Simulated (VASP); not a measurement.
# W2C (P-3m1) in VASP: a series of runs

The runs below take W2C through single point, relaxation of cell and atoms, with PBEsol.

Everything below comes from runs of VASP 6.6.1. Logs are shortened: lines on timing, memory, paths and dates and some standing lists are left out, and cuts for length are marked.

## 1. The cell of the first run

Symmetry: P-3m1, No. 164, trigonal system. Conventional cell: a = 3.035 Å, b = 3.035 Å, c = 4.642 Å, α = 90.00°, β = 90.00°, γ = 120.00°. Within 3.1 Å of W (site symmetry 3m) lie 3 C at 2.11 Å and 12 W at 2.88 to 3.03 Å. C (site symmetry -3m) has 6 W at 2.11 Å within 2.8 Å.

## 2. Single point, PBEsol

Input file INCAR:

```
ALGO = Normal
EDIFF = 1E-6
ENCUT = 600
GGA = PS
GGA_COMPAT = F
ISIF = 2
ISMEAR = 0
LASPH = T
LCHARG = T
LELF = T
LREAL = F
LVHAR = T
LWAVE = F
NBANDS = 58
NELM = 120
PREC = Accurate
SIGMA = 0.1
```

Input file KPOINTS:

```
k-points
0
Gamma
  8 12 12
```

Input file POSCAR:

```
W2C
1.0
    0.0000000000      0.0000000000      4.6419323160
    4.5522508055      2.6282432280      0.0000000000
   -4.5522508055      2.6282432280      0.0000000000
W C
6 3
Direct
    0.2543039940      0.3333333333      0.3333333333
    0.2543039940      0.6666666667      0.0000000000
    0.2543039940      0.0000000000      0.6666666667
    0.7456960060      0.3333333333      1.0000000000
    0.7456960060      0.6666666667      0.6666666667
    0.7456960060      0.0000000000      0.3333333333
    0.0000000000      0.6666666667      0.3333333333
    0.0000000000      0.0000000000      0.0000000000
    0.0000000000      0.3333333333      0.6666666667
```

Potentials or basis: VASP PAW PBE potentials, release 64 (W_sv, C).

Run with:

```sh
$ cat potpaw_PBE.64/W_sv/POTCAR potpaw_PBE.64/C/POTCAR > POTCAR
$ mpirun -np 1 vasp_std > vasp.out
```

OUTCAR:

```text
EDIFF = 1E-6
   ENCUT = 600
   GGA = PS
   ISIF = 2
   ISMEAR = 0
   LASPH = T
   LREAL = F
   NELM = 120
   PREC = Accurate

 ion  position               nearest neighbor table
   1  0.254  0.333  0.333-   8 2.11   7 2.11   9 2.11   6 2.88   4 2.88   5 2.88   4 2.94   6 2.94
                             5 2.94   2 3.03   3 3.03   3 3.03   2 3.03   2 3.03   3 3.03
   2  0.254  0.667  0.000-   7 2.11   8 2.11   9 2.11   5 2.88   6 2.88   4 2.88   5 2.94   6 2.94
                             4 2.94   3 3.03   1 3.03   1 3.03   3 3.03   3 3.03   1 3.03
   3  0.254  0.000  0.667-   8 2.11   9 2.11   7 2.11   5 2.88   4 2.88   6 2.88   5 2.94   4 2.94
                             6 2.94   2 3.03   1 3.03   1 3.03   2 3.03   2 3.03   1 3.03
   4  0.746  0.333  0.000-   8 2.11   9 2.11   7 2.11   1 2.88   3 2.88   2 2.88   1 2.94   3 2.94
                             2 2.94   6 3.03   5 3.03   5 3.03   6 3.03   6 3.03   5 3.03
   5  0.746  0.667  0.667-   8 2.11   7 2.11   9 2.11   3 2.88   2 2.88   1 2.88   2 2.94   3 2.94
                             1 2.94   4 3.03   6 3.03   6 3.03   4 3.03   4 3.03   6 3.03
   6  0.746  0.000  0.333-   7 2.11   8 2.11   9 2.11   1 2.88   2 2.88   3 2.88   1 2.94   2 2.94
                             3 2.94   4 3.03   5 3.03   5 3.03   4 3.03   4 3.03   5 3.03
   7  0.000  0.667  0.333-   2 2.11   6 2.11   4 2.11   3 2.11   5 2.11   1 2.11
   8  0.000  0.000  0.000-   2 2.11   3 2.11   4 2.11   6 2.11   5 2.11   1 2.11
   9  0.000  0.333  0.667-   3 2.11   4 2.11   2 2.11   6 2.11   5 2.11   1 2.11

  LATTYP: Found a hexagonal cell.
 ALAT       =     5.2564864560
 C/A-ratio  =     0.8830865170

  Lattice vectors:

 A1 = (   4.5522508055,   2.6282432280,   0.0000000000)
 A2 = (  -4.5522508055,   2.6282432280,   0.0000000000)
 A3 = (   0.0000000000,   0.0000000000,   4.6419323160)

Analysis of symmetry for initial positions (statically):
=====================================================================
 Subroutine PRICEL returns following result:

  LATTYP: Found a hexagonal cell.
 ALAT       =     3.0348338701
 C/A-ratio  =     1.5295507151

  Lattice vectors:

 A1 = (  -1.5174169346,  -2.6282432280,   0.0000000000)
 A2 = (   3.0348338700,   0.0000000000,   0.0000000000)
 A3 = (   0.0000000000,   0.0000000000,   4.6419323160)

   3 primitive cells build up your supercell.

 Routine SETGRP: Setting up the symmetry group for a
 hexagonal supercell.

 Subroutine GETGRP returns: Found 12 space group operations
 (whereof 12 operations were pure point group operations)
 out of a pool of 24 trial point group operations.

The static configuration has the point symmetry D_3d.

Analysis of symmetry for dynamics (positions and initial velocities):
=====================================================================
 Subroutine PRICEL returns following result:

  LATTYP: Found a hexagonal cell.
 ALAT       =     3.0348338701
 C/A-ratio  =     1.5295507151

  Lattice vectors:

 A1 = (  -1.5174169346,  -2.6282432280,   0.0000000000)
 A2 = (   3.0348338700,   0.0000000000,   0.0000000000)
 A3 = (   0.0000000000,   0.0000000000,   4.6419323160)

   3 primitive cells build up your supercell.

 Routine SETGRP: Setting up the symmetry group for a
 hexagonal supercell.

 Subroutine GETGRP returns: Found 12 space group operations
 (whereof 12 operations were pure point group operations)
 out of a pool of 24 trial point group operations.

The dynamic configuration has the point symmetry D_3d.

 Subroutine INISYM returns: Found 12 space group operations
 (whereof 12 operations are pure point group operations),
 and found     3 'primitive' translations

----------------------------------------------------------------------------------------

                                     Primitive cell

  volume of cell :      37.0254

  direct lattice vectors                    reciprocal lattice vectors
    -1.517416935 -2.628243228  0.000000000     0.000000000 -0.380482289  0.000000000
     3.034833870  0.000000000  0.000000000     0.329507328 -0.190241145  0.000000000
     0.000000000  0.000000000  4.641932316     0.000000000  0.000000000  0.215427527

  length of vectors
     3.034833870  3.034833870  4.641932316     0.380482289  0.380482289  0.215427527

  position of ions in fractional coordinates (direct lattice)
     0.333333333  0.666666667  0.254303994
     0.666666667  0.333333333  0.745696006
     1.000000000  0.000000000  0.000000000

  ion indices of the primitive-cell ions
   primitive index   ion index
                 1           1
                 2           4
                 3           7

----------------------------------------------------------------------------------------

 KPOINTS: k-points

Automatic generation of k-mesh.
 Grid dimensions read from file:
 generate k-points for:    8   12   12

 Generating k-lattice:

  Cartesian coordinates                     Fractional coordinates (reciprocal lattice)
     0.000000000  0.000000000  0.026928441     0.125000000  0.000000000  0.000000000
     0.009152981  0.015853429  0.000000000     0.000000000  0.083333333  0.000000000
    -0.009152981  0.015853429  0.000000000     0.000000000  0.000000000  0.083333333

  Length of vectors
     0.026928441  0.018305963  0.018305963

  Shift w.r.t. Gamma in fractional coordinates (k-lattice)
     0.000000000  0.000000000  0.000000000

 Subroutine IBZKPT returns following result:
 ===========================================

 Found    131 irreducible k-points:

 Following reciprocal coordinates:
            Coordinates               Weight
  0.000000  0.000000  0.000000      1.000000
  0.125000  0.000000  0.000000      2.000000
  0.250000  0.000000  0.000000      2.000000
  0.375000  0.000000  0.000000      2.000000
  0.500000  0.000000  0.000000      1.000000
  0.000000  0.083333  0.000000      6.000000
[... 16 lines left out ...]
  0.250000  0.333333  0.000000     12.000000
  0.375000  0.333333  0.000000     12.000000
 [... further k-points ...]
   k-points           NKPTS =    131   k-points in BZ     NKDIM =    131   number of bands    NBANDS=     58
   number of dos      NEDOS =    301   number of ions     NIONS =      9
   total plane-waves  NPLWV =  70560
   dimension x,y,z NGX =    40 NGY =   42 NGZ =   42
   dimension x,y,z NGXF=    80 NGYF=   84 NGZF=   84
   ions per type =               6   3
   NGX,Y,Z   is equivalent  to a cutoff of  14.33, 13.28, 13.28 a.u.
   NGXF,Y,Z  is equivalent  to a cutoff of  28.65, 26.57, 26.57 a.u.
 SYSTEM =  unknown system
   PREC   = accura    normal or accurate (medium, high low for compatibility)
   ISTART =      0    job   : 0-new  1-cont  2-samecut
   ICHARG =      2    charge: 1-file 2-atom 10-const
   ISPIN  =      1    spin polarized calculation?
   LNONCOLLINEAR =      F non collinear calculations
   LSORBIT =      F    spin-orbit coupling
   LASPH  =      T    aspherical Exc in radial PAW
   ENCUT  =  600.0 eV  44.10 Ry    6.64 a.u.   9.27 10.50 10.50*2*pi/ulx,y,z
   NELM   =    120;   NELMIN=  2; NELMDL= -5     # of ELM steps
   EDIFF  = 0.1E-05   stopping-criterion for ELM
   LREAL  =      F    real-space projection
   EDIFFG = 0.1E-04   stopping-criterion for IOM
   NSW    =      0    number of steps for IOM
   IBRION =     -1    ionic relax: 0-MD 1-quasi-New 2-CG
   NFREE  =      0    steps in history (QN), initial steepest desc. (CG)
   ISIF   =      2    stress and relaxation
   ISYM   =      2    0-nonsym 1-usesym 2-fastsym
   POTIM  = 0.5000    time-step for ionic-motion
   TEBEG  =    0.0;   TEEND  =   0.0 temperature during run
   PSTRESS=    0.0 pullay stress
   NELECT =      96.0000    total number of electrons
   NUPDOWN=      -1.0000    fix difference up-down
   EMIN   =  10.00;   EMAX   =-10.00  energy-range for DOS
   EFERMI =   0.00;   METHOD = LEGACY
   ISMEAR =     0;   SIGMA  =   0.10  broadening in eV -4-tet -1-fermi 0-gaus
   EFERMI_NEDOS =   21; number of points for ismear=-14 and -15
   IALGO  =     38    algorithm
   IMIX   =      4    mixing-type and parameters
     AMIX     =   0.40;   BMIX     =  1.00
     AMIX_MAG =   1.60;   BMIX_MAG =  1.00
  volume/ion in A,a.u.               =      12.34        83.29
  Fermi-wavevector in a.u.,A,eV,Ry     =   1.559403  2.946845 33.085805  2.431738
  Thomas-Fermi vector in A             =   2.662767
   LORBIT       =      0    0 simple, 1 ext, 2 COOP (PROOUT), +10 PAW based schemes
   GGA     = PS    functional components
   LHFCALC =     F    Hartree Fock is set to
   AEXX    =    0.0000 exact exchange contribution
   IVDW    =     0    specifies the selected vdW correction
   LEPSILON=     F    determine dielectric tensor
   LRPA    =     F    only Hartree local field effects (RPA)
 non-spin polarized calculation
 Gauss-broadening in eV      SIGMA  =   0.10
  energy-cutoff  :      600.00
  volume of cell :      111.08
 maximum number of plane-waves:      3762
 NGX is ok and might be reduce to    40
   NGX = 19   NGY = 21   NGZ = 21

 number of electron      95.9999988 magnetization

 Free energy of the ion-electron system (eV)
  ---------------------------------------------------
  ext. energy  EPLUGINS =         0.00000000
  ---------------------------------------------------
  free energy    TOTEN  =      -111.83966254 eV

  energy without entropy =     -111.81749248  energy(sigma->0) =     -111.82857751

 E-fermi :  11.8120     XC(G=0): -13.7501

 val. band max:       11.8022142349   @ k =   0.2500   0.2500   0.2500
 cond. band min:      11.8201324859   @ k =   0.0000   0.3333   0.1667
 fundamental gap:      0.0179182511
 Fermi energy:        11.8119904406

 k-point     1 :       0.0000    0.0000    0.0000
  band No.  band energies     occupation
      1     -62.9236      2.00000
      2     -62.8432      2.00000
      3     -62.8432      2.00000
      4     -62.8432      2.00000
      5     -62.8432      2.00000
      6     -62.8371      2.00000
[... 1453 lines left out ...]
     57      14.2003      0.00000
     58      14.5416      0.00000

 [... further k-points ...]

------------------------ aborting loop because EDIFF is reached ----------------------------------------

  FORCE on cell =-STRESS in cart. coord.  units (eV):
  Direction    XX          YY          ZZ          XY          YZ          ZX
  --------------------------------------------------------------------------------------
  -------------------------------------------------------------------------------------
  Total        0.6178489      0.6178489      0.6045203      0.0000000      0.0000000      0.0000000
  in kB        8.9119417      8.9119417      8.7196875      0.0000000      0.0000000      0.0000000
  external PRESSURE =       8.8478570 kB  Pullay stress =       0.0000000 kB

 VOLUME and BASIS-vectors are now :
 -----------------------------------------------------------------------------
  energy-cutoff  :      600.00
  volume of cell :      111.08
      direct lattice vectors                 reciprocal lattice vectors
     0.000000000  0.000000000  4.641932316     0.000000000  0.000000000  0.215427527
     4.552250805  2.628243228  0.000000000     0.109835776  0.190241145  0.000000000
    -4.552250805  2.628243228  0.000000000    -0.109835776  0.190241145  0.000000000

 POSITION                                       TOTAL-FORCE (eV/Angst)
 -----------------------------------------------------------------------------------
      0.00000      1.75216      1.18046         0.000000     -0.000000      0.059308
      3.03483      1.75216      1.18046         0.000000      0.000000      0.059308
     -3.03483      1.75216      1.18046         0.000000      0.000000      0.059308
      1.51742      0.87608      3.46147         0.000000     -0.000000     -0.059308
      0.00000      3.50432      3.46147         0.000000      0.000000     -0.059308
     -1.51742      0.87608      3.46147        -0.000000     -0.000000     -0.059308
      1.51742      2.62824      0.00000        -0.000000      0.000000      0.000000
      0.00000      0.00000      0.00000        -0.000000      0.000000      0.000000
     -1.51742      2.62824      0.00000        -0.000000      0.000000      0.000000
 -----------------------------------------------------------------------------------
    total drift:                               -0.000000      0.000000      0.000000

  FREE ENERGIE OF THE ION-ELECTRON SYSTEM (eV)
  ---------------------------------------------------
  free  energy   TOTEN  =      -111.8396625377 eV

  energy  without entropy=     -111.8174924773  energy(sigma->0) =     -111.82857751
```

Run time: 22 min. Hardware: 1 thread of Oxide Virtual Turin-like, shared host; peak memory 0.74 GiB.

What came out:

* Free energy: -111.8397 eV
* Pressure: 0.9 GPa
* Largest force: 0.059 eV/Å
* Band gap on the k mesh: zero (bands 48 and 49 overlap by 1.18 eV)

Forces in eV/Å, atoms in the order of the input:
```
W    0.000  0.000  0.059
W    0.000  0.000  0.059
W    0.000  0.000  0.059
W    0.000  0.000 -0.059
W    0.000  0.000 -0.059
W    0.000  0.000 -0.059
C    0.000  0.000  0.000
C    0.000  0.000  0.000
C    0.000  0.000  0.000
```

Levels at points of the mesh, in eV from the Fermi level:
```
           k point  band 44  band 45  band 46  band 47  band 48  band 49  band 50  band 51  band 52  band 53
(0.00, 0.00, 0.00)    -1.59    -1.42    -1.42    -1.09    -1.09     0.55     0.55     0.97     0.97     0.97
(0.50, 0.00, 0.00)    -2.82    -2.39    -2.39    -0.47    -0.47     0.57     0.57     0.57     0.57     1.09
(0.00, 0.50, 0.00)    -2.57    -1.77    -0.70    -0.70     0.09     0.09     1.19     1.19     1.49     2.08
(0.50, 0.50, 0.00)    -2.66    -2.47    -1.34    -1.34    -0.50     0.20     0.27     0.27     0.65     0.65
```

Caveat: the PAW data sets were made with another functional, which shifts forces and pressure a little; spin-orbit coupling is left out, which moves the levels of the heavy elements.

## 3. Relaxation of cell and atoms, PBEsol

Input file INCAR:

```
SYSTEM = W2C
PREC = Accurate
ENCUT = 600
EDIFF = 1E-7
ISMEAR = 0
SIGMA = 0.1
LREAL = .False.
LASPH = .True.
NELM = 120
ALGO = Normal
ISIF = 3
LWAVE = .False.
LCHARG = .False.
GGA = PS
IBRION = 2
NSW = 80
EDIFFG = -0.015
GGA_COMPAT = .False.
NELMIN = 4
KPAR = 4
```

Input file KPOINTS:

```
Automatic mesh
0
Gamma
  8 12 12
  0 0 0
```

Input file POSCAR:

```
W2C
1.0
    0.0000000000      0.0000000000      4.6448209619
    4.5510354290      2.6275415300      0.0000000000
   -4.5510354290      2.6275415300      0.0000000000
W C
6 3
Direct
    0.2540459028      0.3333333333      0.3333333333
    0.2540459028      0.6666666667      0.0000000000
    0.2540459028      0.0000000000      0.6666666667
    0.7459540972      0.3333333333      1.0000000000
    0.7459540972      0.6666666667      0.6666666667
    0.7459540972      0.0000000000      0.3333333333
    0.0000000000      0.6666666667      0.3333333333
    0.0000000000      0.0000000000      0.0000000000
    0.0000000000      0.3333333333      0.6666666667
```

Potentials or basis: VASP PAW PBE potentials, release 64 (W_sv, C).

Run with:

```sh
$ cat potpaw_PBE.64/W_sv/POTCAR potpaw_PBE.64/C/POTCAR > POTCAR
$ mpirun -np 4 vasp_std > vasp.out
```

Wall time 14 min (4 MPI ranks of Oxide Virtual Turin-like, shared host); peak memory 0.78 GiB.

It converged, with:

```yaml
Free_energy: -111.8405 eV
Relaxed_volume: 12.37 Å³/atom
Relaxed_cell: a = 4.644 Å, b = 5.260 Å, c = 5.260 Å, α = 120.00°, β = 90.00°, γ = 90.00°
Space_group_after_relaxing_to_0.1_Å: P-3m1 (No. 164)
Energy_gained_by_relaxing: 0.2 meV/atom
Ionic_steps: 4
Pressure_after_relaxing: 0.1 GPa
Largest_force_after_relaxing: 0.015 eV/Å
Band_gap_on_the_k_mesh: zero (bands 48 and 49 overlap by 1.17 eV)
```

Forces on the atoms (eV/Å):
```
W    0.000  0.000 -0.015
W    0.000  0.000 -0.015
W    0.000  0.000 -0.015
W    0.000  0.000  0.015
W    0.000  0.000  0.015
W    0.000  0.000  0.015
C    0.000  0.000  0.000
C    0.000  0.000  0.000
C    0.000  0.000  0.000
```

Stress tensor (GPa, compression positive):
```
0.02 0.00 0.00
0.00 0.02 0.00
0.00 0.00 0.14
```

Step by step:
| step | energy change (eV) | largest force (eV/Å) | pressure (GPa) | volume (Å³) |
| --- | --- | --- | --- | --- |
| 1 | 0.0000 | 0.1020 | 0.94 | 111.09 |
| 2 | 0.0090 | 0.1570 | -3.13 | 112.25 |
| 3 | -0.0013 | 0.0322 | -0.16 | 111.39 |
| 4 | -0.0014 | 0.0145 | 0.06 | 111.29 |

Final structure:
```
W C
1.0
     0.00000    0.00000    4.64423
     4.55543    2.63008    0.00000
    -4.55543    2.63008    0.00000
W C
6 3
Direct
  0.25467 0.33333 0.33333
  0.25467 0.66667 0.00000
  0.25467 0.00000 0.66667
  0.74533 0.33333 0.00000
  0.74533 0.66667 0.66667
  0.74533 0.00000 0.33333
  0.00000 0.66667 0.33333
  0.00000 0.00000 0.00000
  0.00000 0.33333 0.66667
```

Levels at points of the mesh, in eV from the Fermi level:
```tsv
k point	band 45	band 46	band 47	band 48	band 49	band 50	band 51	band 52
(0.00, 0.00, 0.00)	-1.42	-1.42	-1.09	-1.09	0.54	0.54	0.96	0.96
(0.50, 0.00, 0.00)	-2.38	-2.38	-0.45	-0.45	0.58	0.58	0.58	0.58
(0.00, 0.50, 0.00)	-1.76	-0.70	-0.70	0.09	0.09	1.19	1.19	1.49
(0.50, 0.50, 0.00)	-2.47	-1.33	-1.33	-0.51	0.19	0.27	0.27	0.65
```

Caveat: the PAW data sets were made with another functional, which shifts forces and pressure a little; spin-orbit coupling is left out, which moves the levels of the heavy elements.
